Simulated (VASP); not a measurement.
# Te2Mo in VASP: a series of runs

The runs below take Te2Mo through single point, with PBE.

Program: VASP 6.6.1. These are calculated values, not measurements. Logs are shortened: lines on timing, memory, paths and dates and some standing lists are left out, and cuts for length are marked.

### Step 1. The cell of the first run

The cell holds a slab with vacuum, 3 atoms: a = 3.389 Å, b = 3.389 Å, c = 17.737 Å, α = 90.00°, β = 90.00°, γ = 120.00°.

### Step 2. Single point, PBE (volume 58.798 Å^3 an atom, c/a of the conventional cell 5.2340)

File INCAR:

```
SYSTEM = Te2Mo
  PREC = Accurate
  ENCUT = 520
  EDIFF = 1E-6
  ISMEAR = 0
  SIGMA = 0.05
  LREAL = .FALSE.
  LASPH = .TRUE.
  NELM = 60
  ALGO = Normal
  ISIF = 2
  LWAVE = .FALSE.
  LCHARG = .TRUE.
  GGA = PE
  LELF = .TRUE.
  LVHAR = .TRUE.
  NBANDS = 20
```

File KPOINTS:

```
regular mesh
0
G
  12 12 2
  0 0 0
```

File POSCAR:

```
Te2Mo
1.0
    3.3887522547      0.0000000000      0.0000000000
   -1.6943761274      2.9347455397      0.0000000000
    0.0000000000      0.0000000000     17.7367293009
Te Mo
2 1
Direct
    0.3333333333      0.6666666667      0.8967969900
    0.3333333333      0.6666666667      0.1032030100
    0.0000000000      0.0000000000      0.0000000000
```

Potentials or basis: VASP PAW PBE potentials, release 64 (Te, Mo_sv).

Command:

```sh
$ cat potpaw_PBE.64/Te/POTCAR potpaw_PBE.64/Mo_sv/POTCAR > POTCAR
$ mpirun -np 1 vasp_std > vasp.out
```

OUTCAR:

```text
SYSTEM = Te2Mo
   PREC = Accurate
   ENCUT = 520
   EDIFF = 1E-6
   ISMEAR = 0
   LREAL = .FALSE.
   LASPH = .TRUE.
   NELM = 60
   ISIF = 2
   GGA = PE

 ion  position               nearest neighbor table
   1  0.333  0.667  0.897-   3 2.68   3 2.68   3 2.68   2 3.66
   2  0.333  0.667  0.103-   3 2.68   3 2.68   3 2.68   1 3.66
   3  0.000  0.000  0.000-   1 2.68   2 2.68   1 2.68   2 2.68   1 2.68   2 2.68

  LATTYP: Found a hexagonal cell.
 ALAT       =     3.3887522547
 C/A-ratio  =     5.2339999999

  Lattice vectors:

 A1 = (   3.3887522547,   0.0000000000,   0.0000000000)
 A2 = (  -1.6943761274,   2.9347455397,   0.0000000000)
 A3 = (   0.0000000000,   0.0000000000,  17.7367293009)

Analysis of symmetry for initial positions (statically):
=====================================================================
 Subroutine PRICEL returns:
 Original cell was already a primitive cell.

 Routine SETGRP: Setting up the symmetry group for a
 hexagonal supercell.

 Subroutine GETGRP returns: Found 12 space group operations
 (whereof 12 operations were pure point group operations)
 out of a pool of 24 trial point group operations.

The static configuration has the point symmetry D_3h.

Analysis of symmetry for dynamics (positions and initial velocities):
=====================================================================
 Subroutine PRICEL returns:
 Original cell was already a primitive cell.

 Routine SETGRP: Setting up the symmetry group for a
 hexagonal supercell.

 Subroutine GETGRP returns: Found 12 space group operations
 (whereof 12 operations were pure point group operations)
 out of a pool of 24 trial point group operations.

The dynamic configuration has the point symmetry D_3h.

 Subroutine INISYM returns: Found 12 space group operations
 (whereof 12 operations are pure point group operations),
 and found     1 'primitive' translations

----------------------------------------------------------------------------------------

                                     Primitive cell

  volume of cell :     176.3940

  direct lattice vectors                    reciprocal lattice vectors
     3.388752255  0.000000000  0.000000000     0.295093865  0.170372522  0.000000000
    -1.694376127  2.934745540  0.000000000     0.000000000  0.340745045  0.000000000
     0.000000000  0.000000000 17.736729301     0.000000000  0.000000000  0.056380181

  length of vectors
     3.388752255  3.388752255 17.736729301     0.340745045  0.340745045  0.056380181

  position of ions in fractional coordinates (direct lattice)
     0.333333333  0.666666667  0.896796990
     0.333333333  0.666666667  0.103203010
     0.000000000  0.000000000  0.000000000

  ion indices of the primitive-cell ions
   primitive index   ion index
                 1           1
                 2           2
                 3           3

----------------------------------------------------------------------------------------

 KPOINTS: regular mesh

Automatic generation of k-mesh.
 Grid dimensions read from file:
 generate k-points for:   12   12    2

 Generating k-lattice:

  Cartesian coordinates                     Fractional coordinates (reciprocal lattice)
     0.024591155  0.014197710  0.000000000     0.083333333  0.000000000  0.000000000
     0.000000000  0.028395420  0.000000000     0.000000000  0.083333333  0.000000000
     0.000000000  0.000000000  0.028190090     0.000000000  0.000000000  0.500000000

  Length of vectors
     0.028395420  0.028395420  0.028190090

  Shift w.r.t. Gamma in fractional coordinates (k-lattice)
     0.000000000  0.000000000  0.000000000

 Subroutine IBZKPT returns following result:
 ===========================================

 Found     38 irreducible k-points:

 Following reciprocal coordinates:
            Coordinates               Weight
  0.000000  0.000000  0.000000      1.000000
  0.083333 -0.000000  0.000000      6.000000
  0.166667  0.000000  0.000000      6.000000
  0.250000 -0.000000  0.000000      6.000000
  0.333333 -0.000000  0.000000      6.000000
  0.416667  0.000000  0.000000      6.000000
[... 16 lines left out ...]
  0.250000 -0.000000  0.500000      6.000000
  0.333333 -0.000000  0.500000      6.000000
 [... further k-points ...]
   k-points           NKPTS =     38   k-points in BZ     NKDIM =     38   number of bands    NBANDS=     20
   number of dos      NEDOS =    301   number of ions     NIONS =      3
   total plane-waves  NPLWV = 109760
   dimension x,y,z NGX =    28 NGY =   28 NGZ =  140
   dimension x,y,z NGXF=    56 NGYF=   56 NGZF=  280
   ions per type =               2   1
   NGX,Y,Z   is equivalent  to a cutoff of  13.74, 13.74, 13.12 a.u.
   NGXF,Y,Z  is equivalent  to a cutoff of  27.47, 27.47, 26.24 a.u.
 SYSTEM =  Te2Mo
   PREC   = accura    normal or accurate (medium, high low for compatibility)
   ISTART =      0    job   : 0-new  1-cont  2-samecut
   ICHARG =      2    charge: 1-file 2-atom 10-const
   ISPIN  =      1    spin polarized calculation?
   LNONCOLLINEAR =      F non collinear calculations
   LSORBIT =      F    spin-orbit coupling
   LASPH  =      T    aspherical Exc in radial PAW
   ENCUT  =  520.0 eV  38.22 Ry    6.18 a.u.   6.30  6.30 32.98*2*pi/ulx,y,z
   NELM   =     60;   NELMIN=  2; NELMDL= -5     # of ELM steps
   EDIFF  = 0.1E-05   stopping-criterion for ELM
   LREAL  =      F    real-space projection
   EDIFFG = 0.1E-04   stopping-criterion for IOM
   NSW    =      0    number of steps for IOM
   IBRION =     -1    ionic relax: 0-MD 1-quasi-New 2-CG
   NFREE  =      0    steps in history (QN), initial steepest desc. (CG)
   ISIF   =      2    stress and relaxation
   ISYM   =      2    0-nonsym 1-usesym 2-fastsym
   POTIM  = 0.5000    time-step for ionic-motion
   TEBEG  =    0.0;   TEEND  =   0.0 temperature during run
   PSTRESS=    0.0 pullay stress
   NELECT =      26.0000    total number of electrons
   NUPDOWN=      -1.0000    fix difference up-down
   EMIN   =  10.00;   EMAX   =-10.00  energy-range for DOS
   EFERMI =   0.00;   METHOD = LEGACY
   ISMEAR =     0;   SIGMA  =   0.05  broadening in eV -4-tet -1-fermi 0-gaus
   EFERMI_NEDOS =   21; number of points for ismear=-14 and -15
   IALGO  =     38    algorithm
   IMIX   =      4    mixing-type and parameters
     AMIX     =   0.40;   BMIX     =  1.00
     AMIX_MAG =   1.60;   BMIX_MAG =  1.00
  volume/ion in A,a.u.               =      58.80       396.79
  Fermi-wavevector in a.u.,A,eV,Ry     =   0.864778  1.634194 10.174996  0.747841
  Thomas-Fermi vector in A             =   1.982925
   LORBIT       =      0    0 simple, 1 ext, 2 COOP (PROOUT), +10 PAW based schemes
   GGA     = PE    functional components
   LHFCALC =     F    Hartree Fock is set to
   AEXX    =    0.0000 exact exchange contribution
   IVDW    =     0    specifies the selected vdW correction
   LEPSILON=     F    determine dielectric tensor
   LRPA    =     F    only Hartree local field effects (RPA)
 non-spin polarized calculation
 Gauss-broadening in eV      SIGMA  =   0.05
  energy-cutoff  :      520.00
  volume of cell :      176.39
 maximum number of plane-waves:      4780
 NGX is ok and might be reduce to    28
   NGX = 13   NGY = 13   NGZ = 65

 number of electron      25.9999999 magnetization

 Free energy of the ion-electron system (eV)
  ---------------------------------------------------
  ext. energy  EPLUGINS =         0.00000000
  ---------------------------------------------------
  free energy    TOTEN  =       -17.83084951 eV

  energy without entropy =      -17.83084951  energy(sigma->0) =      -17.83084951

 E-fermi :   0.9666     XC(G=0):  -4.9161

 val. band max:        0.7181771893   @ k =   0.5000  -0.0000   0.5000
 cond. band min:       1.8814805712   @ k =   0.2500   0.1667   0.0000
 fundamental gap:      1.1633033819
 Fermi energy:         0.9666483136

 k-point     1 :       0.0000    0.0000    0.0000
  band No.  band energies     occupation
      1     -59.8791      2.00000
      2     -34.1338      2.00000
      3     -33.8877      2.00000
      4     -33.8877      2.00000
      5     -12.4699      2.00000
      6     -11.5380      2.00000
[... 12 lines left out ...]
     19       5.0810      0.00000
     20       6.1010      0.00000

 k-point     2 :       0.0833   -0.0000    0.0000
  band No.  band energies     occupation
      1     -59.8780      2.00000
      2     -34.1309      2.00000
      3     -33.9009      2.00000
      4     -33.8907      2.00000
      5     -12.3570      2.00000
      6     -11.4569      2.00000
[... 12 lines left out ...]
     19       5.2137      0.00000
     20       6.2388      0.00000

 k-point     3 :       0.1667    0.0000    0.0000
  band No.  band energies     occupation
      1     -59.8750      2.00000
      2     -34.1229      2.00000
      3     -33.9369      2.00000
      4     -33.8990      2.00000
      5     -12.0268      2.00000
      6     -11.2198      2.00000
[... 12 lines left out ...]
     19       5.5943      0.00000
     20       6.5573      0.00000

 k-point     4 :       0.2500   -0.0000    0.0000
  band No.  band energies     occupation
      1     -59.8709      2.00000
      2     -34.1119      2.00000
      3     -33.9857      2.00000
      4     -33.9104      2.00000
      5     -11.5087      2.00000
      6     -10.8496      2.00000
[... 12 lines left out ...]
     19       6.1789      0.00000
     20       7.0183      0.00000

 k-point     5 :       0.3333   -0.0000    0.0000
  band No.  band energies     occupation
      1     -59.8667      2.00000
      2     -34.1010      2.00000
      3     -34.0341      2.00000
      4     -33.9217      2.00000
      5     -10.8680      2.00000
      6     -10.4007      2.00000
[... 12 lines left out ...]
     19       6.7067      0.00000
     20       6.7723      0.00000
[... 353 lines left out ...]
      6     -11.4569      2.00000
[... 12 lines left out ...]
     19       5.0059      0.00000
     20       6.4945      0.00000

 k-point    22 :       0.1667    0.0000    0.5000
  band No.  band energies     occupation
      1     -59.8750      2.00000
      2     -34.1229      2.00000
      3     -33.9369      2.00000
      4     -33.8990      2.00000
      5     -12.0268      2.00000
      6     -11.2198      2.00000
[... 12 lines left out ...]
     19       5.3833      0.00000
     20       6.8577      0.00000

 k-point    23 :       0.2500   -0.0000    0.5000
  band No.  band energies     occupation
      1     -59.8709      2.00000
      2     -34.1119      2.00000
      3     -33.9857      2.00000
      4     -33.9104      2.00000
      5     -11.5087      2.00000
      6     -10.8496      2.00000
[... 12 lines left out ...]
     19       5.9797      0.00000
     20       7.3694      0.00000

 k-point    24 :       0.3333   -0.0000    0.5000
  band No.  band energies     occupation
      1     -59.8667      2.00000
      2     -34.1010      2.00000
      3     -34.0341      2.00000
      4     -33.9217      2.00000
      5     -10.8680      2.00000
      6     -10.4007      2.00000
[... 12 lines left out ...]
     19       6.6260      0.00000
     20       6.7785      0.00000

 [... further k-points ...]
[... 5 lines left out ...]
  --------------------------------------------------------------------------------------
  -------------------------------------------------------------------------------------
  Total        4.4889127      4.4889127      2.2903974     -0.0000000      0.0000000      0.0000000
  in kB       40.7725559     40.7725559     20.8035574     -0.0000000      0.0000000      0.0000000
  external PRESSURE =      34.1162231 kB  Pullay stress =       0.0000000 kB

 VOLUME and BASIS-vectors are now :
 -----------------------------------------------------------------------------
  energy-cutoff  :      520.00
  volume of cell :      176.39
      direct lattice vectors                 reciprocal lattice vectors
     3.388752255  0.000000000  0.000000000     0.295093865  0.170372522  0.000000000
    -1.694376127  2.934745540  0.000000000     0.000000000  0.340745045  0.000000000
     0.000000000  0.000000000 17.736729301     0.000000000  0.000000000  0.056380181

 POSITION                                       TOTAL-FORCE (eV/Angst)
 -----------------------------------------------------------------------------------
     -0.00000      1.95650     15.90625        -0.000000     -0.000000     -0.628618
     -0.00000      1.95650      1.83048         0.000000      0.000000      0.628618
      0.00000      0.00000      0.00000        -0.000000      0.000000      0.000000
 -----------------------------------------------------------------------------------
    total drift:                                0.000000     -0.000000     -0.000000

  FREE ENERGIE OF THE ION-ELECTRON SYSTEM (eV)
  ---------------------------------------------------
  free  energy   TOTEN  =       -17.8308495116 eV

  energy  without entropy=      -17.8308495116  energy(sigma->0) =      -17.83084951
```

It took 98 s on 1 thread of Intel Xeon 6975P-C (Granite Rapids), shared host; peak memory 0.39 GiB.

Results:

```
Free energy            : -17.8308 eV
Largest force          : 0.629 eV/Å
Band gap on the k mesh : 1.16 eV, indirect (least direct gap 1.47 eV)
```

Forces in eV/Å, atoms in the order of the input:
```
Te   0.000  0.000 -0.629
Te   0.000  0.000  0.629
Mo   0.000  0.000  0.000
```

Levels at points of the mesh, in eV from the valence-band top:
| k point | band 11 | band 12 | band 13 | band 14 | band 15 | band 16 |
| --- | --- | --- | --- | --- | --- | --- |
| (0.00, 0.00, 0.00) | -0.94 | -0.74 | -0.74 | 3.59 | 3.59 | 3.89 |
| (0.50, 0.00, 0.00) | -1.99 | -0.92 | 0.00 | 1.74 | 1.88 | 3.38 |
| (0.00, 0.00, 0.50) | -0.94 | -0.74 | -0.74 | 3.59 | 3.59 | 3.89 |
| (0.50, 0.00, 0.50) | -1.99 | -0.92 | 0.00 | 1.74 | 1.88 | 3.38 |

Caveat: spin-orbit coupling is left out, which moves the levels of the heavy elements.

### Step 3. Single point, PBE (volume 63.911 Å^3 an atom, c/a of the conventional cell 4.3680)

File INCAR:

```
SYSTEM = Te2Mo
  PREC = Accurate
  ENCUT = 520
  EDIFF = 1E-6
  ISMEAR = 0
  SIGMA = 0.05
  LREAL = .FALSE.
  LASPH = .TRUE.
  NELM = 80
  ALGO = Normal
  ISIF = 2
  LWAVE = .FALSE.
  LCHARG = .FALSE.
  GGA = PE
  NBANDS = 20
```

File KPOINTS:

```
Automatic mesh
0
G
  12 12 2
  0 0 0
```

File POSCAR:

```
Te2Mo
1.0
    3.7007962544      0.0000000000      0.0000000000
   -1.8503981272      3.2049835705      0.0000000000
    0.0000000000      0.0000000000     16.1650780393
Te Mo
2 1
Direct
    0.3333333333      0.6666666667      0.8967969900
    0.3333333333      0.6666666667      0.1032030100
    0.0000000000      0.0000000000      0.0000000000
```

Potentials or basis: VASP PAW PBE potentials, release 64 (Te, Mo_sv).

Command:

```sh
$ cat potpaw_PBE.64/Te/POTCAR potpaw_PBE.64/Mo_sv/POTCAR > POTCAR
$ mpirun -np 1 vasp_std > vasp.out
```

Wall time 84 s (1 thread of Intel Xeon 6975P-C (Granite Rapids), shared host); peak memory 0.37 GiB.

Results (log left out):

- Free energy: -17.7990 eV
- Largest force: 1.345 eV/Å
- Band gap on the k mesh: 0.42 eV, indirect (least direct gap 0.71 eV)

Forces on the atoms (eV/Å):
```
Te   0.000  0.000 -1.345
Te   0.000  0.000  1.345
Mo   0.000  0.000  0.000
```

Levels at points of the mesh, in eV from the valence-band top:
```csv
k point,band 11,band 12,band 13,band 14,band 15,band 16
"(0.00, 0.00, 0.00)",-1.36,-1.01,0.00,2.67,2.67,3.07
"(0.50, 0.00, 0.00)",-1.16,-0.98,-0.73,0.94,1.22,3.29
"(0.00, 0.00, 0.50)",-1.36,-1.01,0.00,2.67,2.67,3.07
"(0.50, 0.00, 0.50)",-1.16,-0.98,-0.73,0.94,1.22,3.29
```

Caveat: spin-orbit coupling is left out, which moves the levels of the heavy elements.

(Part 1 of 2 ends here.)
